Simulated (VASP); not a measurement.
# Co (Fd-3m) in VASP: further runs

The runs below take Co through single point, relaxation of cell and atoms, with PBE.

Program: VASP 6.6.1. These are calculated values, not measurements. Logs are shortened: lines on timing, memory, paths and dates and some standing lists are left out, and cuts for length are marked.

## 1. The cell of the first run

The structure is cubic, space group Fd-3m (No. 227). Conventional cell: a = 6.516 Å, b = 6.516 Å, c = 6.516 Å, α = 90.00°, β = 90.00°, γ = 90.00°. Within 3.6 Å of Co (site symmetry -43m) lie 16 Co at 2.70 to 2.82 Å. Co (site symmetry -3m) has 12 Co at 2.30 to 2.70 Å within 3.0 Å.

This isn't the form of Co at room conditions, which is hcp.

## 2. Single point, PBE, collinear spin, ferromagnetic start

INCAR

```
ALGO     = Normal         # electronic algorithm
EDIFF    = 1E-6           # SCF threshold, eV
ENCUT    = 520            # plane-wave cutoff, eV
GGA      = PE             # functional
ISIF     = 2              # what is computed and relaxed
ISMEAR   = 0              # smearing method
ISPIN    = 2              # spin polarisation
LASPH    = True           # aspherical terms in the spheres
LCHARG   = False          # write CHGCAR
LMAXMIX  = 4              # l up to which the mixer works
LORBIT   = 11             # projections on sites
LREAL    = False          # projectors in reciprocal space
LWAVE    = False          # write WAVECAR
MAGMOM   = 1.98 1.98 1.93 1.93 1.93 1.93 # initial moments
NBANDS   = 40             # bands
NELM     = 150            # most SCF steps
PREC     = Accurate       # precision mode
SIGMA    = 0.1            # smearing width, eV
```

KPOINTS

```
k-points
0
Gamma
  6 6 6
```

POSCAR

```
Co
1.0
    0.0000000000      3.2579360131      3.2579360131
    3.2579360131      0.0000000000      3.2579360131
    3.2579360131      3.2579360131      0.0000000000
Co
6
Direct
    0.2500000000      0.2500000000      0.2500000000
    0.0000000000      0.0000000000      0.0000000000
    0.6250000000      0.6250000000      0.1250000000
    0.6250000000      0.1250000000      0.6250000000
    0.1250000000      0.6250000000      0.6250000000
    0.6250000000      0.6250000000      0.6250000000
```

Potentials or basis: VASP PAW PBE potentials, release 64 (Co).

Started as:

```bash
$ cat potpaw_PBE.64/Co/POTCAR > POTCAR
$ mpirun -np 1 vasp_std > vasp.out
```

OUTCAR:

```text
EDIFF = 1E-6
   ENCUT = 520
   GGA = PE
   ISIF = 2
   ISMEAR = 0
   ISPIN = 2
   LASPH = True
   LORBIT = 11
   LREAL = False
   NELM = 150
   PREC = Accurate

 ion  position               nearest neighbor table
   1  0.250  0.250  0.250-   3 2.70   4 2.70   5 2.70   4 2.70   5 2.70   6 2.70   3 2.70   5 2.70
                             6 2.70   3 2.70   4 2.70   6 2.70   2 2.82   2 2.82   2 2.82   2 2.82
   2  0.000  0.000  0.000-   3 2.70   4 2.70   6 2.70   3 2.70   5 2.70   6 2.70   4 2.70   5 2.70
                             6 2.70   3 2.70   4 2.70   5 2.70   1 2.82   1 2.82   1 2.82   1 2.82
   3  0.625  0.625  0.125-   6 2.30   4 2.30   5 2.30   6 2.30   4 2.30   5 2.30   1 2.70   2 2.70
                             2 2.70   1 2.70   2 2.70   1 2.70
   4  0.625  0.125  0.625-   6 2.30   3 2.30   3 2.30   5 2.30   6 2.30   5 2.30   1 2.70   1 2.70
                             2 2.70   1 2.70   2 2.70   2 2.70
   5  0.125  0.625  0.625-   6 2.30   3 2.30   4 2.30   3 2.30   4 2.30   6 2.30   1 2.70   2 2.70
                             1 2.70   2 2.70   1 2.70   2 2.70
   6  0.625  0.625  0.625-   3 2.30   4 2.30   5 2.30   3 2.30   4 2.30   5 2.30   2 2.70   1 2.70
                             2 2.70   1 2.70   2 2.70   1 2.70

  LATTYP: Found a face centered cubic cell.
 ALAT       =     6.5158720262

  Lattice vectors:

 A1 = (   0.0000000000,   3.2579360131,   3.2579360131)
 A2 = (   3.2579360131,   0.0000000000,   3.2579360131)
 A3 = (   3.2579360131,   3.2579360131,   0.0000000000)

Analysis of symmetry for initial positions (statically):
=====================================================================
 Subroutine PRICEL returns:
 Original cell was already a primitive cell.

 Routine SETGRP: Setting up the symmetry group for a
 face centered cubic supercell.

 Subroutine GETGRP returns: Found 48 space group operations
 (whereof 24 operations were pure point group operations)
 out of a pool of 48 trial point group operations.

The static configuration has the point symmetry T_d .
 The point group associated with its full space group is O_h .

Analysis of symmetry for dynamics (positions and initial velocities):
=====================================================================
 Subroutine PRICEL returns:
 Original cell was already a primitive cell.

 Routine SETGRP: Setting up the symmetry group for a
 face centered cubic supercell.

 Subroutine GETGRP returns: Found 48 space group operations
 (whereof 24 operations were pure point group operations)
 out of a pool of 48 trial point group operations.

The dynamic configuration has the point symmetry T_d .
 The point group associated with its full space group is O_h .

Analysis of structural, dynamic, and magnetic symmetry:
=====================================================================
 Subroutine PRICEL returns:
 Original cell was already a primitive cell.

 Routine SETGRP: Setting up the symmetry group for a
 face centered cubic supercell.

 Subroutine GETGRP returns: Found 48 space group operations
 (whereof 24 operations were pure point group operations)
 out of a pool of 48 trial point group operations.

The overall configuration has the point symmetry T_d .
 The point group associated with its full space group is O_h .

 Subroutine INISYM returns: Found 48 space group operations
 (whereof 24 operations are pure point group operations),
 and found     1 'primitive' translations

----------------------------------------------------------------------------------------

                                     Primitive cell

  volume of cell :      69.1604

  direct lattice vectors                    reciprocal lattice vectors
     0.000000000  3.257936013  3.257936013    -0.153471400  0.153471400  0.153471400
     3.257936013  0.000000000  3.257936013     0.153471400 -0.153471400  0.153471400
     3.257936013  3.257936013  0.000000000     0.153471400  0.153471400 -0.153471400

  length of vectors
     4.607417295  4.607417295  4.607417295     0.265820262  0.265820262  0.265820262

  position of ions in fractional coordinates (direct lattice)
     0.250000000  0.250000000  0.250000000
     0.000000000  0.000000000  0.000000000
     0.625000000  0.625000000  0.125000000
     0.625000000  0.125000000  0.625000000
     0.125000000  0.625000000  0.625000000
     0.625000000  0.625000000  0.625000000

  ion indices of the primitive-cell ions
[... 54 lines left out ...]
   total plane-waves  NPLWV =  46656
   dimension x,y,z NGX =    36 NGY =   36 NGZ =   36
   dimension x,y,z NGXF=    72 NGYF=   72 NGZF=   72
   ions per type =               6
   NGX,Y,Z   is equivalent  to a cutoff of  12.99, 12.99, 12.99 a.u.
   NGXF,Y,Z  is equivalent  to a cutoff of  25.98, 25.98, 25.98 a.u.
 SYSTEM =  unknown system
   PREC   = accura    normal or accurate (medium, high low for compatibility)
   ISTART =      0    job   : 0-new  1-cont  2-samecut
   ICHARG =      2    charge: 1-file 2-atom 10-const
   ISPIN  =      2    spin polarized calculation?
   LNONCOLLINEAR =      F non collinear calculations
   LSORBIT =      F    spin-orbit coupling
   LASPH  =      T    aspherical Exc in radial PAW
   ENCUT  =  520.0 eV  38.22 Ry    6.18 a.u.   8.57  8.57  8.57*2*pi/ulx,y,z
   NELM   =    150;   NELMIN=  2; NELMDL= -5     # of ELM steps
   EDIFF  = 0.1E-05   stopping-criterion for ELM
   LREAL  =      F    real-space projection
   EDIFFG = 0.1E-04   stopping-criterion for IOM
   NSW    =      0    number of steps for IOM
   IBRION =     -1    ionic relax: 0-MD 1-quasi-New 2-CG
   NFREE  =      0    steps in history (QN), initial steepest desc. (CG)
   ISIF   =      2    stress and relaxation
   ISYM   =      2    0-nonsym 1-usesym 2-fastsym
   POTIM  = 0.5000    time-step for ionic-motion
   TEBEG  =    0.0;   TEEND  =   0.0 temperature during run
   PSTRESS=    0.0 pullay stress
   NELECT =      54.0000    total number of electrons
   NUPDOWN=      -1.0000    fix difference up-down
   EMIN   =  10.00;   EMAX   =-10.00  energy-range for DOS
   EFERMI =   0.00;   METHOD = LEGACY
   ISMEAR =     0;   SIGMA  =   0.10  broadening in eV -4-tet -1-fermi 0-gaus
   EFERMI_NEDOS =   21; number of points for ismear=-14 and -15
   IALGO  =     38    algorithm
   IMIX   =      4    mixing-type and parameters
     AMIX     =   0.40;   BMIX     =  1.00
     AMIX_MAG =   1.60;   BMIX_MAG =  1.00
  volume/ion in A,a.u.               =      11.53        77.79
  Fermi-wavevector in a.u.,A,eV,Ry     =   1.507487  2.848737 30.919466  2.272517
  Thomas-Fermi vector in A             =   2.618066
   LORBIT       =     11    0 simple, 1 ext, 2 COOP (PROOUT), +10 PAW based schemes
   GGA     = PE    functional components
   LHFCALC =     F    Hartree Fock is set to
   AEXX    =    0.0000 exact exchange contribution
   IVDW    =     0    specifies the selected vdW correction
   LEPSILON=     F    determine dielectric tensor
   LRPA    =     F    only Hartree local field effects (RPA)
 spin polarized calculation
 Gauss-broadening in eV      SIGMA  =   0.10
  energy-cutoff  :      520.00
  volume of cell :       69.16
 maximum number of plane-waves:      1892
 NGX is ok and might be reduce to    36
   NGX = 17   NGY = 17   NGZ = 17

 number of electron      54.0000010 magnetization       9.5887146

 number of electron      54.0000010 magnetization      10.4555363

 Free energy of the ion-electron system (eV)
  ---------------------------------------------------
  ext. energy  EPLUGINS =         0.00000000
  ---------------------------------------------------
  free energy    TOTEN  =       -41.00909638 eV

  energy without entropy =      -40.97014337  energy(sigma->0) =      -40.98961988

 E-fermi :   9.7418     XC(G=0): -13.0183

 val. band max:        9.7408877237   @ k =  -0.3333   0.3333   0.1667
 cond. band min:       9.7487971151   @ k =  -0.3333   0.3333   0.0000
 fundamental gap:      0.0079093914
 Fermi energy:         9.7417556471

 spin component 1

 k-point     1 :       0.0000    0.0000    0.0000
  band No.  band energies     occupation
      1       0.8148      1.00000
      2       3.5812      1.00000
      3       4.7004      1.00000
      4       4.7004      1.00000
      5       4.7004      1.00000
      6       5.3146      1.00000
[... 661 lines left out ...]
     38      17.5009      0.00000
     39      21.4012      0.00000
 Fermi energy:         9.7417556471

 spin component 2

 k-point     1 :       0.0000    0.0000    0.0000
  band No.  band energies     occupation
      1       0.8520      1.00000
      2       4.7634      1.00000
      3       5.9349      1.00000
      4       5.9349      1.00000
      5       5.9349      1.00000
      6       6.6124      1.00000
[... 661 lines left out ...]
     38      18.1811      0.00000
     39      21.8300      0.00000
 [bands above 39 left out]

------------------------ aborting loop because EDIFF is reached ----------------------------------------

  FORCE on cell =-STRESS in cart. coord.  units (eV):
  Direction    XX          YY          ZZ          XY          YZ          ZX
  --------------------------------------------------------------------------------------
  -------------------------------------------------------------------------------------
  Total       -0.3097165     -0.3097165     -0.3097165      0.0000000      0.0000000      0.0000000
  in kB       -7.1749244     -7.1749244     -7.1749244      0.0000000      0.0000000      0.0000000
  external PRESSURE =      -7.1749244 kB  Pullay stress =       0.0000000 kB

 VOLUME and BASIS-vectors are now :
 -----------------------------------------------------------------------------
  energy-cutoff  :      520.00
  volume of cell :       69.16
      direct lattice vectors                 reciprocal lattice vectors
     0.000000000  3.257936013  3.257936013    -0.153471400  0.153471400  0.153471400
     3.257936013  0.000000000  3.257936013     0.153471400 -0.153471400  0.153471400
     3.257936013  3.257936013  0.000000000     0.153471400  0.153471400 -0.153471400

 POSITION                                       TOTAL-FORCE (eV/Angst)
 -----------------------------------------------------------------------------------
      1.62897      1.62897      1.62897        -0.000000     -0.000000      0.000000
      0.00000      0.00000      0.00000         0.000000      0.000000      0.000000
      2.44345      2.44345      4.07242         0.000000     -0.000000     -0.000000
      2.44345      4.07242      2.44345         0.000000     -0.000000     -0.000000
      4.07242      2.44345      2.44345         0.000000     -0.000000     -0.000000
      4.07242      4.07242      4.07242         0.000000     -0.000000     -0.000000
 -----------------------------------------------------------------------------------
    total drift:                                0.000000      0.000000      0.000000

  FREE ENERGIE OF THE ION-ELECTRON SYSTEM (eV)
  ---------------------------------------------------
  free  energy   TOTEN  =       -41.0090963840 eV

  energy  without entropy=      -40.9701433694  energy(sigma->0) =      -40.98961988

 total charge

# of ion       s       p       d       tot
------------------------------------------
    1        0.387   0.386   7.175   7.949
    2        0.387   0.386   7.175   7.949
    3        0.528   0.555   7.281   8.364
    4        0.528   0.555   7.281   8.364
    5        0.528   0.555   7.281   8.364
    6        0.528   0.555   7.281   8.364
--------------------------------------------------
tot          2.888   2.992  43.475  49.356

 magnetization (x)

# of ion       s       p       d       tot
------------------------------------------
    1       -0.006  -0.038   1.855   1.811
    2       -0.006  -0.038   1.855   1.811
    3       -0.008  -0.053   1.803   1.742
    4       -0.008  -0.053   1.803   1.742
    5       -0.008  -0.053   1.803   1.742
    6       -0.008  -0.053   1.803   1.742
--------------------------------------------------
tot         -0.044  -0.289  10.923  10.591
```

Run time: 3.8 min. Hardware: 1 thread of Intel Xeon 8259CL, shared host; peak memory 0.27 GiB.

Results:

| Item | Value |
| --- | --- |
| Free energy | -41.0091 eV |
| Pressure | -0.7 GPa |
| Net moment | 10.46 μB per cell |
| Site moments | Co +1.81, +1.74 (each value once) μB |
| Valence electrons inside the program's atomic spheres | Co 7.95, 8.36 (each value once) |

Levels at points of the mesh, in eV from the Fermi level:
Spin up:
| k point | band 29 | band 30 | band 31 | band 32 | band 33 | band 34 | band 35 | band 36 |
| --- | --- | --- | --- | --- | --- | --- | --- | --- |
| (0.00, 0.00, 0.00) | -0.35 | -0.35 | -0.35 | 1.12 | 2.64 | 2.64 | 2.64 | 6.18 |
| (0.50, 0.00, 0.00) | -1.38 | -1.11 | -1.11 | -0.35 | 1.81 | 2.19 | 2.19 | 5.09 |
| (0.50, 0.50, 0.00) | -1.41 | -1.41 | -1.40 | -1.40 | 1.13 | 1.13 | 1.83 | 1.83 |
Spin down:
| k point | band 19 | band 20 | band 21 | band 22 | band 23 | band 24 |
| --- | --- | --- | --- | --- | --- | --- |
| (0.00, 0.00, 0.00) | -0.48 | -0.48 | 0.17 | 0.17 | 0.17 | 0.62 |
| (0.50, 0.00, 0.00) | -0.54 | -0.54 | -0.24 | -0.22 | -0.22 | 0.11 |
| (0.50, 0.50, 0.00) | -0.40 | -0.40 | -0.16 | -0.16 | -0.02 | -0.02 |

## 3. Relaxation of cell and atoms, PBE, collinear spin, ferromagnetic start

This run uses another cell than the first one, of 11.10 Å³/atom.

INCAR

```
SYSTEM = Co
PREC     = Accurate       ! precision mode
ENCUT    = 600            ! plane-wave cutoff, eV
EDIFF    = 1E-7           ! SCF threshold, eV
ISMEAR   = 0              ! smearing method
SIGMA    = 0.1            ! smearing width, eV
LREAL    = .FALSE.        ! projectors in reciprocal space
LASPH    = .TRUE.         ! aspherical terms in the spheres
NELM     = 150            ! most SCF steps
ALGO     = Fast           ! electronic algorithm
ISIF     = 3              ! what is computed and relaxed
LWAVE    = .FALSE.        ! write WAVECAR
LCHARG   = .FALSE.        ! write CHGCAR
ISPIN    = 2              ! spin polarisation
MAGMOM   = 1.98 1.98 1.93 1.93 1.93 1.93 ! initial moments
LORBIT   = 11             ! projections on sites
LMAXMIX  = 4              ! l up to which the mixer works
GGA      = PE             ! functional
IBRION   = 2              ! ionic algorithm
NSW      = 90             ! ionic steps
EDIFFG   = -0.04          ! ionic threshold
```

KPOINTS

```
Automatic mesh
0
G
  6 6 6
  0 0 0
```

POSCAR, as its differences from that of step 2:

```diff
@@ -2,5 +2,5 @@
 1.0
-    0.0000000000      3.2579360131      3.2579360131
-    3.2579360131      0.0000000000      3.2579360131
-    3.2579360131      3.2579360131      0.0000000000
+    0.0000000000      3.2173717600      3.2173717600
+    3.2173717600      0.0000000000      3.2173717600
+    3.2173717600      3.2173717600      0.0000000000
 Co
```

Potentials or basis: VASP PAW PBE potentials, release 64 (Co).

Started as:

```bash
$ cat potpaw_PBE.64/Co/POTCAR > POTCAR
$ mpirun -np 1 vasp_std > vasp.out
```

Wall time 8.6 min (1 thread of Intel Xeon 8259CL, shared host); peak memory 0.28 GiB.

It converged, with:

| Property | Result |
| --- | --- |
| Free energy | -41.0069 eV |
| Relaxed volume | 11.48 Å³/atom |
| Relaxed cell | a = 4.601 Å, b = 4.601 Å, c = 4.601 Å, α = 60.00°, β = 60.00°, γ = 60.00° |
| Space group after relaxing (to 0.1 Å) | Fd-3m (No. 227) |
| Energy gained by relaxing | 7.0 meV/atom |
| Ionic steps | 3 |
| Pressure after relaxing | 0.0 GPa |
| Net moment | 10.41 μB per cell |
| Site moments | Co +1.80, +1.74 (each value once) μB |
| Valence electrons inside the program's atomic spheres | Co 7.96, 8.37 (each value once) |

The path:
```
step  energy change (eV)  largest force (eV/Å)  pressure (GPa)  volume (Å³)
   1              0.0000                0.0000            6.17        66.61
   2             -0.0125                0.0000           -4.65        70.81
   3             -0.0418                0.0000           -0.01        68.85
```

Final structure:
```xyz
6
Lattice="0.0000 3.2531 3.2531 3.2531 0.0000 3.2531 3.2531 3.2531 0.0000" Properties=species:S:1:pos:R:3 pbc="T T T"
Co    1.6265    1.6265    1.6265
Co    0.0000    0.0000    0.0000
Co    2.4398    2.4398    4.0663
Co    2.4398    4.0663    2.4398
Co    4.0663    2.4398    2.4398
Co    4.0663    4.0663    4.0663
```

Levels at points of the mesh, in eV from the Fermi level:
Spin up:
| k point | band 28 | band 29 | band 30 | band 31 | band 32 | band 33 | band 34 | band 35 | band 36 | band 37 |
| --- | --- | --- | --- | --- | --- | --- | --- | --- | --- | --- |
| (0.00, 0.00, 0.00) | -1.23 | -0.34 | -0.34 | -0.34 | 1.13 | 2.65 | 2.65 | 2.65 | 6.21 | 6.21 |
| (0.50, 0.00, 0.00) | -1.38 | -1.38 | -1.10 | -1.10 | -0.34 | 1.83 | 2.20 | 2.20 | 5.12 | 5.12 |
| (0.50, 0.50, 0.00) | -1.59 | -1.40 | -1.40 | -1.39 | -1.39 | 1.14 | 1.14 | 1.85 | 1.85 | 11.21 |
Spin down:
| k point | band 18 | band 19 | band 20 | band 21 | band 22 | band 23 | band 24 | band 25 |
| --- | --- | --- | --- | --- | --- | --- | --- | --- |
| (0.00, 0.00, 0.00) | -0.79 | -0.48 | -0.48 | 0.17 | 0.17 | 0.17 | 0.62 | 0.62 |
| (0.50, 0.00, 0.00) | -0.63 | -0.54 | -0.54 | -0.24 | -0.22 | -0.22 | 0.11 | 0.16 |
| (0.50, 0.50, 0.00) | -1.37 | -0.40 | -0.40 | -0.16 | -0.16 | -0.02 | -0.02 | 0.39 |
